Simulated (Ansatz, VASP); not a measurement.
Given: the input of a run of Ansatz 0.2.0 on Be.

Contents of input.yaml:

```yaml
crystal:
  lattice:
    - [-1.2275398764, 1.2275398764, 1.2275398764]
    - [1.2275398764, -1.2275398764, 1.2275398764]
    - [1.2275398764, 1.2275398764, -1.2275398764]
  atoms:
    - { symbol: Be, position: [0.0, 0.0, 0.0] }
kpoints:
  mp_grid: { grid: [15, 15, 15] }
scf:
  occupations: { method: fermi_dirac, width: 0.05 }
hamiltonian:
  xc: pbe
  pseudopotentials: { kind: all_electron, lapw: { basis_error: 0.0005 } }
output:
  forces: true
  stress: true
  eigenvalues: true
```

Potentials or basis: all-electron LAPW, scalar-relativistic.

Run with:

```bash
$ ansatz run input.yaml --threads 1 --pin off --max-ram 2560MiB --backend cpu --events-out ev --progress --plain --runs-dir out
```

Problem. Set up the same calculation for VASP 6.6.1. Potentials there: VASP PAW PBE potentials, release 64 (Be).

Solution. As run (the cutoff follows the program's own potentials):

File INCAR:

```
SYSTEM = Be
ALGO = Fast ; EDIFF = 1E-6
ENCUT = 520 ; GGA = PE
ISIF = 2 ; ISMEAR = -1
LASPH = .TRUE. ; LCHARG = .TRUE.
LELF = .TRUE. ; LREAL = .FALSE.
LVHAR = .TRUE. ; LWAVE = .FALSE.
NBANDS = 7 ; NELM = 60
PREC = Accurate ; SIGMA = 0.05
```

KPOINTS

```
k-points
0
G
  15 15 15
  0 0 0
```

The input POSCAR:

```
Be
1.0
   -1.2275398764      1.2275398764      1.2275398764
    1.2275398764     -1.2275398764      1.2275398764
    1.2275398764      1.2275398764     -1.2275398764
Be
1
Direct
    0.0000000000      0.0000000000      0.0000000000
```

Potentials or basis: VASP PAW PBE potentials, release 64 (Be).

Launch:

```sh
$ cat potpaw_PBE.64/Be/POTCAR > POTCAR
$ mpirun -np 1 vasp_std > vasp.out
```

Both were run:

|  | VASP | Ansatz | Ansatz less VASP |
| --- | --- | --- | --- |
| gap on the k mesh at the Fermi level (eV) | none | none | - |
| pressure (GPa) | 7.7 | 7.5 | -0.22 |

A gap of «none» marks a metal or a gap that the smearing closes. Ansatz ran all-electron here, and VASP with PAW potentials.
